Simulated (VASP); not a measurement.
# LiSm (P4/nmm) in VASP: notebook, part 2 of 2

VASP 6.6.1. The steps go on from the part before.

**5. Relaxation of cell and atoms, PBE**

This run uses another cell than the first one, of 19.16 Å³/atom.

Contents of INCAR:

```
SYSTEM = LiSm
ALGO = Normal
EDIFF = 1E-7
EDIFFG = -0.04
ENCUT = 750
GGA = PE
GGA_COMPAT = .FALSE.
IBRION = 2
ISIF = 3
ISMEAR = 0
LASPH = .TRUE.
LCHARG = .FALSE.
LMAXMIX = 6
LREAL = .FALSE.
LWAVE = .FALSE.
NELM = 200
NELMIN = 4
NSW = 90
PREC = Accurate
SIGMA = 0.1
```

Contents of KPOINTS:

```
k-points
0
G
  6 6 2
  0 0 0
```

Contents of POSCAR:

```
LiSm
1.0
    2.9183183800      0.0000000000      0.0000000000
    0.0000000000      2.9183183800      0.0000000000
    0.0000000000      0.0000000000      8.9981486900
Li Sm
2 2
Direct
    0.0000000000      0.5000000000      0.6079999800
    0.5000000000      0.0000000000      0.3920000200
    0.0000000000      0.5000000000      0.1300000000
    0.5000000000      0.0000000000      0.8700000000
```

Potentials or basis: VASP PAW PBE potentials, release 64 (Li_sv, Sm_3), 4f in core.

Launch:

```sh
cat potpaw_PBE.64/Li_sv/POTCAR potpaw_PBE.64/Sm_3/POTCAR > POTCAR
mpirun -np 1 vasp_std > vasp.out
```

OUTCAR:

```text
SYSTEM = LiSm
   EDIFF = 1E-7
   EDIFFG = -0.04
   ENCUT = 750
   GGA = PE
   IBRION = 2
   ISIF = 3
   ISMEAR = 0
   LASPH = .TRUE.
   LREAL = .FALSE.
   NELM = 200
   NELMIN = 4
   NSW = 90
   PREC = Accurate

 ion  position               nearest neighbor table
   1  0.000  0.500  0.608-   4 3.13   4 3.13   4 3.13   4 3.13
   2  0.500  0.000  0.392-   3 3.13   3 3.13   3 3.13   3 3.13
   3  0.000  0.500  0.130-   4 3.12   4 3.12   4 3.12   4 3.12   2 3.13   2 3.13   2 3.13   2 3.13

   4  0.500  0.000  0.870-   3 3.12   3 3.12   3 3.12   3 3.12   1 3.13   1 3.13   1 3.13   1 3.13

  LATTYP: Found a simple tetragonal cell.
 ALAT       =     2.9183183800
 C/A-ratio  =     3.0833334538

  Lattice vectors:

 A1 = (   2.9183183800,   0.0000000000,   0.0000000000)
 A2 = (   0.0000000000,   2.9183183800,   0.0000000000)
 A3 = (   0.0000000000,   0.0000000000,   8.9981486900)

[... 715 lines left out ...]

[... ionic steps 4 to 18 ...]

--------------------------------------- Ionic step       19  -------------------------------------------

 number of electron      27.9999990 magnetization

------------------------ aborting loop because EDIFF is reached ----------------------------------------
[... 71 lines left out ...]
--------------------------------------- Ionic step       21  -------------------------------------------

 number of electron      27.9999988 magnetization

 Free energy of the ion-electron system (eV)
  ---------------------------------------------------
  ext. energy  EPLUGINS =         0.00000000
  ---------------------------------------------------
  free energy    TOTEN  =       -12.86350760 eV

  energy without entropy =      -12.83704805  energy(sigma->0) =      -12.85027782

 E-fermi :   2.1183     XC(G=0):  -8.7996

 val. band max:        2.1117822374   @ k =   0.3333   0.3333   0.5000
 cond. band min:       2.1421181926   @ k =   0.3333   0.0000   0.0000
 fundamental gap:      0.0303359552
 Fermi energy:         2.1182878478

 k-point     1 :       0.0000    0.0000    0.0000
  band No.  band energies     occupation
      1     -44.1085      2.00000
      2     -44.0871      2.00000
      3     -38.9165      2.00000
      4     -38.8296      2.00000
      5     -18.5927      2.00000
      6     -18.1790      2.00000
[... 440 lines left out ...]
  FREE ENERGIE OF THE ION-ELECTRON SYSTEM (eV)
  ---------------------------------------------------
  free  energy   TOTEN  =       -12.8635076013 eV

  energy  without entropy=      -12.8370480478  energy(sigma->0) =      -12.85027782

 reached required accuracy - stopping structural energy minimisation
```

OSZICAR:

```text
N       E                     dE             d eps       ncg     rms          rms(c)
DAV:   1     0.280097123225E+03    0.28010E+03   -0.17081E+04   720   0.202E+03
DAV:   2     0.349745450509E+01   -0.27660E+03   -0.27226E+03   750   0.467E+02
DAV:   3    -0.115835495611E+02   -0.15081E+02   -0.14801E+02  1322   0.753E+01
DAV:   4    -0.124193605271E+02   -0.83581E+00   -0.82638E+00   884   0.175E+01
[... 234 lines left out ...]
DAV:   5    -0.128635011133E+02   -0.13780E-04   -0.38787E-05  1118   0.421E-02    0.105E-02
DAV:   6    -0.128635070384E+02   -0.59251E-05   -0.72645E-06  1262   0.137E-02    0.158E-03
DAV:   7    -0.128635072198E+02   -0.18134E-06   -0.81270E-07   660   0.592E-03    0.687E-04
DAV:   8    -0.128635075595E+02   -0.33975E-06   -0.51135E-08   386   0.188E-03    0.178E-04
DAV:   9    -0.128635076013E+02   -0.41813E-07   -0.89061E-09   384   0.861E-04
  21 F= -.12863508E+02 E0= -.12850278E+02  d E =-.232619E-02
```

It took 12 min on 1 thread of Intel Xeon Platinum 8259CL at 2.50GHz (Skylake/Cascade Lake), shared host; peak memory 0.26 GiB.

Results:

* Free energy: -12.8635 eV
* Relaxed volume: 26.68 Å³/atom
* Relaxed cell: a = 3.652 Å, b = 3.652 Å, c = 8.000 Å, α = 90.00°, β = 90.00°, γ = 90.00°
* Space group after relaxing (to 0.1 Å): P4/nmm (No. 129)
* Energy gained by relaxing: 497.5 meV/atom
* Ionic steps: 21
* Pressure after relaxing: 0.1 GPa
* Largest force after relaxing: 0.031 eV/Å
* Band gap on the k mesh: zero (bands 14 and 15 overlap by 0.09 eV)

Forces in eV/Å, atoms in the order of the input:
```
Li   0.000  0.000 -0.010
Li   0.000  0.000  0.010
Sm   0.000  0.000 -0.031
Sm   0.000  0.000  0.031
```

The path:
```csv
step,energy change (eV),largest force (eV/Å),pressure (GPa),volume (Å³)
1,0.0000,1.6641,20.07,76.63
2,-1.7632,0.2083,1.40,106.39
3,-1.7806,0.3584,-0.64,115.62
4,-1.7889,0.3130,-0.02,112.48
5,-1.7888,0.3008,0.15,111.68
6,-1.8210,0.2677,-0.06,112.04
7,-1.8952,0.0641,-0.29,112.94
8,-1.8110,0.9158,0.05,113.84
9,-1.9080,0.1071,-0.33,113.29
10,-1.9082,0.1277,-0.33,113.32
11,-1.9155,0.1495,-0.02,111.54
12,-1.9198,0.1922,0.52,108.72
13,-1.9240,0.1674,0.49,108.57
14,-1.9355,0.1397,0.43,108.12
15,-1.9584,0.1315,0.39,107.14
16,-1.9755,0.2533,0.39,104.89
17,-1.9791,0.1180,0.36,105.81
18,-1.9798,0.1519,0.35,105.58
19,-1.9875,0.1277,-0.06,107.07
20,-1.9877,0.1239,-0.14,107.36
21,-1.9900,0.0307,0.06,106.73
```

Final structure:
```yaml
crystal:
  lattice:
    - [3.65247, 0.00000, 0.00000]
    - [0.00000, 3.65247, 0.00000]
    - [0.00000, 0.00000, 8.00010]
  atoms:
    - { symbol: Li, position: [0.00000, 0.50000, 0.58366] }
    - { symbol: Li, position: [0.50000, 0.00000, 0.41634] }
    - { symbol: Sm, position: [0.00000, 0.50000, 0.14958] }
    - { symbol: Sm, position: [0.50000, 0.00000, 0.85042] }
```

Levels at points of the mesh, in eV from the Fermi level:
| k point | band 11 | band 12 | band 13 | band 14 | band 15 | band 16 | band 17 | band 18 |
| --- | --- | --- | --- | --- | --- | --- | --- | --- |
| (0.00, 0.00, 0.00) | -4.01 | -2.14 | -1.37 | -0.75 | 0.37 | 1.00 | 2.08 | 2.08 |
| (0.50, 0.00, 0.00) | -1.51 | -1.51 | -0.87 | -0.87 | 1.19 | 1.19 | 1.27 | 1.27 |
| (0.50, 0.50, 0.00) | -1.37 | -1.37 | -0.89 | -0.89 | 1.42 | 1.42 | 1.75 | 1.75 |
| (0.00, 0.00, 0.50) | -3.59 | -3.00 | -1.45 | -0.74 | 0.95 | 1.49 | 2.26 | 2.26 |
| (0.50, 0.00, 0.50) | -1.81 | -1.81 | 0.03 | 0.03 | 0.38 | 0.38 | 1.37 | 1.37 |
| (0.50, 0.50, 0.50) | -1.36 | -1.36 | -0.37 | -0.37 | -0.06 | -0.06 | 2.09 | 2.09 |

Caveat: the volume moved by over 15 % at a fixed basis, so the end points are rough; spin-orbit coupling is left out, which moves the levels of the heavy elements; the 4f electrons are frozen in the core, so they carry no moment and show no levels. Spin polarisation is off, so any magnetic state and its effect on volume and gap are missing.

**6. Summary**

```csv
task,cell,k mesh,gap on the mesh (eV),pressure (GPa),relaxed volume (Å³/atom),largest force (eV/Å)
relaxation of cell and atoms,"relaxed from a = 3.648, b = 3.648, c = 8.009 Å, 4 atoms, atomic positions A",12 × 12 × 6,none,0.0,26.99,0.01
single point,"a = 2.918, b = 2.918, c = 8.998 Å, 4 atoms, atomic positions B",6 × 6 × 2,none,20.1,-,1.66
single point,"a = 3.648, b = 3.648, c = 8.009 Å, 4 atoms, atomic positions A",6 × 6 × 2,none,0.2,-,0.02
relaxation of cell and atoms,"relaxed from a = 2.918, b = 2.918, c = 8.998 Å, 4 atoms, atomic positions B",6 × 6 × 2,none,0.1,26.68,0.03
```

Alike in all rows: level PBE; potentials or basis VASP PAW PBE potentials, release 64 (Li_sv, Sm_3), 4f in core; no spin polarisation; cutoff (eV) 750; smearing gaussian 0.1 eV.

Caveats: some runs use coarse meshes; spin-orbit coupling is left out, which moves the levels of the heavy elements; the 4f electrons are frozen in the core, so they carry no moment and show no levels; the stress differs along the axes, from 15 to 23 GPa (at least some runs); forces of over 1 eV/Å act on the atoms, so gaps and moduli don't describe the material at rest (at least some runs); the volume moved by over 15 % at a fixed basis, so the end points are rough (at least some runs).

Absolute energies hang on the potentials; compare differences alone.

The gap in the log of VASP goes by the Fermi energy; the results here count the filled bands.